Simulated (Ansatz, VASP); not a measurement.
**HfSi in VASP and in Ansatz**

```
Hf Si
1.0
     0.00000    2.64810    2.64810
     2.64810    0.00000    2.64810
     2.64810    2.64810    0.00000
Hf Si
1 1
Direct
  0.00000 0.00000 0.00000
  0.50000 0.50000 0.50000
```

Alike in both runs: functional PBEsol; k mesh 13 × 13 × 13; occupations fermi-dirac, width 0.1 eV; no spin polarisation.

Ansatz relaxed the structure, and its values are those at the end. VASP's run is a single point on that final structure, the one shown.

|  | VASP | Ansatz |
| --- | --- | --- |
| version | VASP 6.6.1 | Ansatz 0.2.0 |
| potentials or method | VASP PAW PBE potentials, release 64 (Hf_pv, Si) | PAW with Ansatz's default frozen-core files, scalar-relativistic |
| plane-wave cutoff (eV) | 500 | 420 |
| valence electrons in the cell | 14 | 30 |

```csv
,VASP,Ansatz,Ansatz less VASP
pressure (GPa),0.1,0.0,-0.15
```

VASP's potentials were made for PBE, not for PBEsol. With one functional, cell and mesh, what is left measures potentials, basis and numerics. VASP's potentials hold 14 valence electrons a cell and Ansatz's 30, so a difference there can come from the potentials and not from the codes.

Neither program's run includes spin-orbit coupling.
